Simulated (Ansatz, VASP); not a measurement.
## One calculation of TePb, two programs

INCAR

```
PREC = Accurate
ENCUT = 500
EDIFF = 1E-6
ISMEAR = 0
SIGMA = 0.05
LREAL = F
LASPH = T
NELM = 120
ALGO = Normal
ISIF = 2
LWAVE = F
LCHARG = F
GGA = PE
IVDW = 13
NBANDS = 17
GGA_COMPAT = F
```

File KPOINTS:

```
Automatic mesh
0
Gamma
  6 6 6
```

POSCAR

```
TePb
1.0
    0.0000000000      3.2783494228      3.2783494228
    3.2783494228      0.0000000000      3.2783494228
    3.2783494228      3.2783494228      0.0000000000
Pb Te
1 1
Direct
    0.5000000000      0.5000000000      0.5000000000
    0.0000000000      0.0000000000      0.0000000000
```

Input for Ansatz:

```yaml
crystal:
  lattice:
    - [0.0, 3.2783494228, 3.2783494228]
    - [3.2783494228, 0.0, 3.2783494228]
    - [3.2783494228, 3.2783494228, 0.0]
  atoms:
    - { symbol: Pb, position: [0.5, 0.5, 0.5] }
    - { symbol: Te, position: [0.0, 0.0, 0.0] }
basis:
  ecutwfc: 420
  ecutrho_ratio: 4
kpoints:
  mp_grid: { grid: [6, 6, 6] }
hamiltonian:
  xc: pbe
  dispersion: d4
scf:
  occupations: { method: gaussian, width: 0.05 }
output:
  forces: true
  stress: true
  eigenvalues: true
```

Alike in both runs: task single point; functional PBE; dispersion D4; k mesh 6 × 6 × 6; occupations gaussian, width 0.05 eV; no spin polarisation.

|  | VASP | Ansatz |
| --- | --- | --- |
| version | VASP 6.6.1 | Ansatz 0.2.0 |
| potentials or method | VASP PAW PBE potentials, release 64 (Pb_d, Te), cutoff 500 eV | scalar-relativistic, plane waves, PAW |
| valence electrons in the cell | 20 | 30 |

```tsv
	VASP	Ansatz	Ansatz less VASP
gap on the k mesh at the Fermi level (eV)	0.82	0.82	-0.004
least direct gap on the mesh (eV)	0.82	0.82	-0.004
pressure (GPa)	-0.9	-0.9	+0.05
```

VASP's potentials hold 20 valence electrons a cell and Ansatz's 30, so a difference there can come from the potentials and not from the codes. Ansatz's warnings: dispersion switch in reach.

Neither program's run includes spin-orbit coupling.
